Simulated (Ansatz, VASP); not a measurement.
## Ir: VASP beside Ansatz

File INCAR:

```
SYSTEM = Ir
ALGO     = Normal         ! electronic algorithm
EDIFF    = 1E-6           ! SCF threshold, eV
ENCUT    = 520            ! plane-wave cutoff, eV
GGA      = CA             ! functional
ISIF     = 2              ! what is computed and relaxed
ISMEAR   = -1             ! smearing method
LASPH    = .TRUE.         ! aspherical terms in the spheres
LCHARG   = .TRUE.         ! write CHGCAR
LELF     = .TRUE.         ! ELF
LREAL    = .FALSE.        ! projectors in reciprocal space
LVHAR    = .TRUE.       
LWAVE    = .FALSE.        ! write WAVECAR
NBANDS   = 10             ! bands
NELM     = 60             ! most SCF steps
PREC     = Accurate       ! precision mode
SIGMA    = 0.1            ! smearing width, eV
```

The input KPOINTS:

```
k-points
0
G
  15 15 15
  0 0 0
```

The input POSCAR:

```
Ir
1.0
    2.1311929121      0.0000000000      0.0000000000
    0.0000000000      2.1311929121      0.0000000000
    0.0000000000      0.0000000000      2.1311929121
Ir
1
Direct
    0.0000000000      0.0000000000      0.0000000000
```

Input for Ansatz:

```yaml
crystal:
  lattice:
    - [2.1311929121, 0.0, 0.0]
    - [0.0, 2.1311929121, 0.0]
    - [0.0, 0.0, 2.1311929121]
  atoms:
    - { symbol: Ir, position: [0.0, 0.0, 0.0] }
kpoints:
  mp_grid: { grid: [15, 15, 15] }
scf:
  occupations: { method: fermi_dirac, width: 0.1 }
hamiltonian:
  xc: lda
  pseudopotentials: { kind: all_electron, lapw: { basis_error: 0.001 } }
output:
  forces: true
  stress: true
  eigenvalues: true
  populations: true
```

Change from the starting cell: volume scaled by 0.6, LAPW.

Alike in both runs: task single point; functional LDA; k mesh 15 × 15 × 15; occupations fermi-dirac, width 0.1 eV; no spin polarisation.

|  | VASP | Ansatz |
| --- | --- | --- |
| version | VASP 6.6.1 | Ansatz 0.2.0 |
| potentials or method | VASP PAW LDA potentials, release 64 (Ir), cutoff 520 eV | all-electron LAPW, scalar-relativistic |

|  | VASP | Ansatz | Ansatz less VASP |
| --- | --- | --- | --- |
| pressure (GPa) | 482.7 | 492.6 | +9.87 |

LDA's correlation is that of Perdew and Zunger in VASP and of Perdew and Wang (1992) in Ansatz. Both programs put the cell under a high pressure, so it lies far from rest at this level. Ansatz ran all-electron here, and VASP with PAW potentials.

Neither program's run includes spin-orbit coupling. Noted on VASP's run: the cell as given lies far from equilibrium.
